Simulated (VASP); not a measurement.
# SrTiO3 (I4/mcm) in VASP: further runs

The runs below take SrTiO3 through single point, with PBE.

Program: VASP 6.6.1. These are calculated values, not measurements. Logs are shortened: lines on timing, memory, paths and dates and some standing lists are left out, and cuts for length are marked.

## (1) The cell of the first run

The structure is tetragonal, space group I4/mcm (No. 140). The conventional cell has a = 5.556 Å, b = 5.556 Å, c = 7.891 Å, α = 90.00°, β = 90.00°, γ = 90.00°. Sr (site symmetry -42m) has 12 O at 2.67 to 2.90 Å and 8 Ti at 3.41 Å within 3.5 Å. Ti (site symmetry 4/m) has 6 O at 1.97 Å within 2.6 Å. Within 2.6 Å of O (site symmetry 422) lie 2 Ti at 1.97 Å. Within 3.0 Å of O (site symmetry m2m) lie 2 Ti at 1.97 Å and 4 Sr at 2.67 to 2.90 Å and 8 O at 2.79 Å.

## (2) Single point, PBE

The input, INCAR:

```
SYSTEM = SrTiO3
PREC = Accurate ; ENCUT = 520
EDIFF = 1E-7 ; ISMEAR = 0
SIGMA = 0.02 ; LREAL = .False.
LASPH = .True. ; NELM = 80
ALGO = Normal ; ISIF = 2
LWAVE = .False. ; LCHARG = .False.
GGA = PE ; NBANDS = 51
```

The input, KPOINTS:

```
Automatic mesh
0
Gamma
  8 8 8
  0 0 0
```

The input, POSCAR:

```
SrTiO3
1.0
   -2.7781601326      2.7781601326      3.9455178644
    2.7781601326     -2.7781601326      3.9455178644
    2.7781601326      2.7781601326     -3.9455178644
Sr Ti O
2 2 6
Direct
    0.7500000000      0.2500000000      0.5000000000
    0.2500000000      0.7500000000      0.5000000000
    0.0000000000      0.0000000000      0.0000000000
    0.5000000000      0.5000000000      0.0000000000
    0.2500000000      0.2500000000      0.0000000000
    0.7500000000      0.7500000000      0.0000000000
    0.7290250199      0.2290250199      0.9580500397
    0.2290250199      0.2709749801      0.5000000000
    0.2709749801      0.7709749801      0.0419499603
    0.7709749801      0.7290250199      0.5000000000
```

Potentials or basis: VASP PAW PBE potentials, release 64 (Sr_sv, Ti_sv, O).

Started as:

```bash
$ cat potpaw_PBE.64/Sr_sv/POTCAR potpaw_PBE.64/Ti_sv/POTCAR potpaw_PBE.64/O/POTCAR > POTCAR
$ mpirun -np 1 vasp_std > vasp.out
```

OUTCAR:

```text
SYSTEM = SrTiO3
   PREC = Accurate
   ENCUT = 520
   EDIFF = 1E-7
   ISMEAR = 0
   LREAL = .False.
   LASPH = .True.
   NELM = 80
   ISIF = 2
   GGA = PE

 ion  position               nearest neighbor table
   1  0.750  0.250  0.500-   7 2.67   8 2.67  10 2.67   9 2.67   5 2.78   6 2.78   6 2.78   5 2.78
                             8 2.90  10 2.90   9 2.90   7 2.90   4 3.41   3 3.41   4 3.41   4 3.41
   2  0.250  0.750  0.500-   9 2.67   8 2.67  10 2.67   7 2.67   5 2.78   6 2.78   5 2.78   6 2.78
                            10 2.90   8 2.90   7 2.90   9 2.90   4 3.41   3 3.41   4 3.41   3 3.41
   3  0.000  0.000  0.000-   8 1.97  10 1.97   9 1.97   7 1.97   5 1.97   6 1.97   1 3.41   2 3.41
                             1 3.41   1 3.41   2 3.41   2 3.41   1 3.41   2 3.41
   4  0.500  0.500  0.000-  10 1.97   8 1.97   7 1.97   9 1.97   5 1.97   6 1.97   1 3.41   2 3.41
                             2 3.41   1 3.41   2 3.41   1 3.41   2 3.41   1 3.41
   5  0.250  0.250  0.000-   3 1.97   4 1.97   1 2.78   2 2.78   2 2.78   1 2.78
   6  0.750  0.750  0.000-   3 1.97   4 1.97   1 2.78   2 2.78   1 2.78   2 2.78
   7  0.729  0.229  0.958-   3 1.97   4 1.97   1 2.67   2 2.67   2 2.90   1 2.90
   8  0.229  0.271  0.500-   4 1.97   3 1.97   1 2.67   2 2.67   1 2.90   2 2.90
   9  0.271  0.771  0.042-   3 1.97   4 1.97   2 2.67   1 2.67   1 2.90   2 2.90
  10  0.771  0.729  0.500-   3 1.97   4 1.97   1 2.67   2 2.67   1 2.90   2 2.90

  LATTYP: Found a body centered tetragonal cell.
 ALAT       =     5.5563202652
 C/A-ratio  =     1.4201909451

  Lattice vectors:

 A1 = (  -2.7781601326,   2.7781601326,   3.9455178644)
 A2 = (   2.7781601326,  -2.7781601326,   3.9455178644)
 A3 = (   2.7781601326,   2.7781601326,  -3.9455178644)

Analysis of symmetry for initial positions (statically):
=====================================================================
 Subroutine PRICEL returns:
 Original cell was already a primitive cell.

 Routine SETGRP: Setting up the symmetry group for a
 body centered tetragonal supercell.

 Subroutine GETGRP returns: Found 16 space group operations
 (whereof  8 operations were pure point group operations)
 out of a pool of 16 trial point group operations.

The static configuration has the point symmetry C_4h.
 The point group associated with its full space group is D_4h.

Analysis of symmetry for dynamics (positions and initial velocities):
=====================================================================
 Subroutine PRICEL returns:
 Original cell was already a primitive cell.

 Routine SETGRP: Setting up the symmetry group for a
 body centered tetragonal supercell.

 Subroutine GETGRP returns: Found 16 space group operations
 (whereof  8 operations were pure point group operations)
 out of a pool of 16 trial point group operations.

The dynamic configuration has the point symmetry C_4h.
 The point group associated with its full space group is D_4h.

 Subroutine INISYM returns: Found 16 space group operations
 (whereof  8 operations are pure point group operations),
 and found     1 'primitive' translations

----------------------------------------------------------------------------------------

                                     Primitive cell

  volume of cell :     121.8088

  direct lattice vectors                    reciprocal lattice vectors
    -2.778160133  2.778160133  3.945517864     0.000000000  0.179975227  0.126726077
     2.778160133 -2.778160133  3.945517864     0.179975227  0.000000000  0.126726077
     2.778160133  2.778160133 -3.945517864     0.179975227  0.179975227  0.000000000

  length of vectors
     5.568074951  5.568074951  5.568074951     0.220114926  0.220114926  0.254523407

  position of ions in fractional coordinates (direct lattice)
     0.750000000  0.250000000  0.500000000
     0.250000000  0.750000000  0.500000000
     0.000000000  0.000000000  0.000000000
     0.500000000  0.500000000  0.000000000
     0.250000000  0.250000000  0.000000000
     0.750000000  0.750000000  0.000000000
     0.729025020  0.229025020  0.958050040
     0.229025020  0.270974980  0.500000000
     0.270974980  0.770974980  0.041949960
     0.770974980  0.729025020  0.500000000

  ion indices of the primitive-cell ions
   primitive index   ion index
                 1           1
                 2           2
                 3           3
                 4           4
                 5           5
                 6           6
                 7           7
                 8           8
                 9           9
                10          10

----------------------------------------------------------------------------------------

 KPOINTS: Automatic mesh

Automatic generation of k-mesh.
 Grid dimensions read from file:
 generate k-points for:    8    8    8

 Generating k-lattice:

  Cartesian coordinates                     Fractional coordinates (reciprocal lattice)
     0.000000000  0.022496903  0.015840760     0.125000000  0.000000000  0.000000000
     0.022496903  0.000000000  0.015840760     0.000000000  0.125000000  0.000000000
     0.022496903  0.022496903  0.000000000     0.000000000  0.000000000  0.125000000

  Length of vectors
     0.027514366  0.027514366  0.031815426

  Shift w.r.t. Gamma in fractional coordinates (k-lattice)
     0.000000000  0.000000000  0.000000000

 Subroutine IBZKPT returns following result:
 ===========================================

 Found     59 irreducible k-points:

 Following reciprocal coordinates:
            Coordinates               Weight
  0.000000  0.000000  0.000000      1.000000
  0.125000 -0.000000  0.000000      8.000000
  0.250000 -0.000000  0.000000      8.000000
  0.375000 -0.000000  0.000000      8.000000
  0.500000 -0.000000  0.000000      4.000000
  0.125000  0.125000  0.000000      8.000000
[... 16 lines left out ...]
  0.250000  0.125000  0.125000     16.000000
  0.375000  0.125000  0.125000      8.000000
 [... further k-points ...]
   k-points           NKPTS =     59   k-points in BZ     NKDIM =     59   number of bands    NBANDS=     51
   number of dos      NEDOS =    301   number of ions     NIONS =     10
   total plane-waves  NPLWV =  74088
   dimension x,y,z NGX =    42 NGY =   42 NGZ =   42
   dimension x,y,z NGXF=    84 NGYF=   84 NGZF=   84
   ions per type =               2   2   6
   NGX,Y,Z   is equivalent  to a cutoff of  12.54, 12.54, 12.54 a.u.
   NGXF,Y,Z  is equivalent  to a cutoff of  25.08, 25.08, 25.08 a.u.
 SYSTEM =  SrTiO3
   PREC   = accura    normal or accurate (medium, high low for compatibility)
   ISTART =      0    job   : 0-new  1-cont  2-samecut
   ICHARG =      2    charge: 1-file 2-atom 10-const
   ISPIN  =      1    spin polarized calculation?
   LNONCOLLINEAR =      F non collinear calculations
   LSORBIT =      F    spin-orbit coupling
   LASPH  =      T    aspherical Exc in radial PAW
   ENCUT  =  520.0 eV  38.22 Ry    6.18 a.u.  10.35 10.35 10.35*2*pi/ulx,y,z
   NELM   =     80;   NELMIN=  2; NELMDL= -5     # of ELM steps
   EDIFF  = 0.1E-06   stopping-criterion for ELM
   LREAL  =      F    real-space projection
   EDIFFG = 0.1E-05   stopping-criterion for IOM
   NSW    =      0    number of steps for IOM
   IBRION =     -1    ionic relax: 0-MD 1-quasi-New 2-CG
   NFREE  =      0    steps in history (QN), initial steepest desc. (CG)
   ISIF   =      2    stress and relaxation
   ISYM   =      2    0-nonsym 1-usesym 2-fastsym
   POTIM  = 0.5000    time-step for ionic-motion
   TEBEG  =    0.0;   TEEND  =   0.0 temperature during run
   PSTRESS=    0.0 pullay stress
   NELECT =      80.0000    total number of electrons
   NUPDOWN=      -1.0000    fix difference up-down
   EMIN   =  10.00;   EMAX   =-10.00  energy-range for DOS
   EFERMI =   0.00;   METHOD = LEGACY
   ISMEAR =     0;   SIGMA  =   0.02  broadening in eV -4-tet -1-fermi 0-gaus
   EFERMI_NEDOS =   21; number of points for ismear=-14 and -15
   IALGO  =     38    algorithm
   IMIX   =      4    mixing-type and parameters
     AMIX     =   0.40;   BMIX     =  1.00
     AMIX_MAG =   1.60;   BMIX_MAG =  1.00
  volume/ion in A,a.u.               =      12.18        82.20
  Fermi-wavevector in a.u.,A,eV,Ry     =   1.423023  2.689124 27.551729  2.024995
  Thomas-Fermi vector in A             =   2.543665
   LORBIT       =      0    0 simple, 1 ext, 2 COOP (PROOUT), +10 PAW based schemes
   GGA     = PE    functional components
   LHFCALC =     F    Hartree Fock is set to
   AEXX    =    0.0000 exact exchange contribution
   IVDW    =     0    specifies the selected vdW correction
   LEPSILON=     F    determine dielectric tensor
   LRPA    =     F    only Hartree local field effects (RPA)
 non-spin polarized calculation
 Gauss-broadening in eV      SIGMA  =   0.02
  energy-cutoff  :      520.00
  volume of cell :      121.81
 maximum number of plane-waves:      3297
 NGX is ok and might be reduce to    42
   NGX = 21   NGY = 21   NGZ = 21

 number of electron      80.0000024 magnetization

 Free energy of the ion-electron system (eV)
  ---------------------------------------------------
  ext. energy  EPLUGINS =         0.00000000
  ---------------------------------------------------
  free energy    TOTEN  =       -80.21374185 eV

  energy without entropy =      -80.21374185  energy(sigma->0) =      -80.21374185

 E-fermi :   4.1003     XC(G=0): -11.1526

 val. band max:        3.8944001581   @ k =  -0.1250   0.1250   0.0000
 cond. band min:       5.7862010049   @ k =   0.0000   0.0000   0.0000
 fundamental gap:      1.8918008469
 Fermi energy:         4.1003170393

 k-point     1 :       0.0000    0.0000    0.0000
  band No.  band energies     occupation
      1     -52.6259      2.00000
      2     -52.6219      2.00000
      3     -28.9125      2.00000
      4     -28.9107      2.00000
      5     -28.9107      2.00000
      6     -28.8561      2.00000
[... 43 lines left out ...]
     50       9.6129      0.00000
     51      10.0653      0.00000
[... 1240 lines left out ...]
     50      10.7715      0.00000
     51      11.4998      0.00000

 [... further k-points ...]
[... 5 lines left out ...]
  --------------------------------------------------------------------------------------
  -------------------------------------------------------------------------------------
  Total        0.4644656      0.4644656      0.4896703      0.0000000      0.0000000      0.0000000
  in kB        6.1092174      6.1092174      6.4407408      0.0000000      0.0000000      0.0000000
  external PRESSURE =       6.2197252 kB  Pullay stress =       0.0000000 kB

 VOLUME and BASIS-vectors are now :
 -----------------------------------------------------------------------------
  energy-cutoff  :      520.00
  volume of cell :      121.81
      direct lattice vectors                 reciprocal lattice vectors
    -2.778160133  2.778160133  3.945517864     0.000000000  0.179975227  0.126726077
     2.778160133 -2.778160133  3.945517864     0.179975227  0.000000000  0.126726077
     2.778160133  2.778160133 -3.945517864     0.179975227  0.179975227  0.000000000

 POSITION                                       TOTAL-FORCE (eV/Angst)
 -----------------------------------------------------------------------------------
      0.00000      2.77816      1.97276        -0.000000     -0.000000      0.000000
      2.77816      0.00000      1.97276        -0.000000      0.000000      0.000000
      0.00000      0.00000      0.00000        -0.000000      0.000000      0.000000
      0.00000      0.00000      3.94552        -0.000000     -0.000000      0.000000
      0.00000      0.00000      1.97276        -0.000000      0.000000      0.000000
      0.00000      0.00000      5.91828        -0.000000      0.000000      0.000000
      1.27254      4.05070      0.00000        -0.000132     -0.000132      0.000000
      1.50562      1.27254      0.00000         0.000132     -0.000132     -0.000000
      1.50562     -1.27254      3.94552         0.000132      0.000132     -0.000000
      1.27254      1.50562      3.94552        -0.000132      0.000132      0.000000
 -----------------------------------------------------------------------------------
    total drift:                               -0.000000      0.000000      0.000000

  FREE ENERGIE OF THE ION-ELECTRON SYSTEM (eV)
  ---------------------------------------------------
  free  energy   TOTEN  =       -80.2137418493 eV

  energy  without entropy=      -80.2137418493  energy(sigma->0) =      -80.21374185
```

It took 6.7 min on 1 thread of Intel Xeon Platinum 8488C (Sapphire Rapids), shared host; peak memory 0.46 GiB.

Results:

- Free energy: -80.2137 eV
- Pressure: 0.6 GPa
- Band gap on the k mesh: 1.89 eV

A k mesh can miss the band edges.

## (3) Single point, PBE

The input, INCAR:

```
PREC = Accurate
ENCUT = 520
EDIFF = 1E-6
ISMEAR = 0
SIGMA = 0.02
LREAL = False
LASPH = True
NELM = 100
ALGO = Normal
ISIF = 2
LWAVE = False
LCHARG = True
GGA = PE
LELF = True
LVHAR = True
NBANDS = 51
```

The input, KPOINTS:

```
Automatic mesh
0
Gamma
  8 8 8
```

POSCAR is that of step 2.

Potentials or basis: VASP PAW PBE potentials, release 64 (Sr_sv, Ti_sv, O).

Started as:

```bash
$ cat potpaw_PBE.64/Sr_sv/POTCAR potpaw_PBE.64/Ti_sv/POTCAR potpaw_PBE.64/O/POTCAR > POTCAR
$ mpirun -np 1 vasp_std > vasp.out
```

Wall time 6 min (1 thread of Intel Xeon Platinum 8488C (Sapphire Rapids), shared host); peak memory 0.46 GiB.

It converged, with:

| Quantity | Value |
| --- | --- |
| Free energy | -80.2137 eV |
| Pressure | 0.6 GPa |
| Band gap on the k mesh | 1.89 eV |

Levels at points of the mesh, in eV from the valence-band top:
| k point | band 36 | band 37 | band 38 | band 39 | band 40 | band 41 | band 42 | band 43 | band 44 | band 45 |
| --- | --- | --- | --- | --- | --- | --- | --- | --- | --- | --- |
| (0.00, 0.00, 0.00) | -0.31 | -0.31 | -0.10 | 0.00 | 0.00 | 1.89 | 1.89 | 1.90 | 3.98 | 4.18 |
| (0.50, 0.00, 0.00) | -0.93 | -0.76 | -0.76 | -0.56 | -0.56 | 3.28 | 3.28 | 3.32 | 3.32 | 3.36 |
| (0.50, 0.50, 0.00) | -1.48 | -1.39 | -0.68 | -0.68 | -0.05 | 2.02 | 3.63 | 3.65 | 3.66 | 3.69 |
| (0.50, 0.50, 0.50) | -1.46 | -1.46 | -0.64 | -0.64 | -0.07 | 2.05 | 3.60 | 3.60 | 3.77 | 3.77 |
